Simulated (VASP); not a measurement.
Wanted: the native input for a VASP 6.6.1 run.

```
Task                   : single point
Functional             : PBE
Potentials or basis    : VASP PAW PBE potentials, release 64 (Ca_sv)
Cutoff                 : 520 eV
k mesh                 : 14 × 14 × 14
Occupations            : gaussian, width 0.1 eV
Spin                   : no spin polarisation
Dipole correction      : no
Further INCAR settings : ALGO = Fast; EDIFF = 1e-06; NBANDS = 17
```

The structure of Ca lies in POSCAR:

```
Ca
1.0
    0.0000000000      4.3091026929      4.3091026929
    4.3091026929      0.0000000000      4.3091026929
    4.3091026929      4.3091026929      0.0000000000
Ca
2
Direct
    0.5000000000      0.5000000000      0.5000000000
    0.7500000000      0.7500000000      0.7500000000
```

This isn't the form of Ca at room conditions, which is fcc.

The input as run:

INCAR

```
SYSTEM = Ca
PREC = Accurate ; ENCUT = 520
EDIFF = 1E-6 ; ISMEAR = 0
SIGMA = 0.1 ; LREAL = .False.
LASPH = .True. ; NELM = 60
ALGO = Fast ; ISIF = 2
LWAVE = .False. ; LCHARG = .False.
GGA = PE ; NBANDS = 17
```

KPOINTS

```
regular mesh
0
Gamma
  14 14 14
  0 0 0
```

Potentials or basis: VASP PAW PBE potentials, release 64 (Ca_sv).

Run with:

```bash
$ cat potpaw_PBE.64/Ca_sv/POTCAR > POTCAR
$ mpirun -np 1 vasp_std > vasp.out
```

It gave:

```json
{
 "Pressure": "0.0 GPa",
 "Band gap on the k mesh": "zero (bands 10 and 11 overlap by 0.78 eV)"
}
```

Run time: 12 min on 1 thread of Intel Xeon 8259CL, with other jobs on the host, peak memory 0.47 GiB.
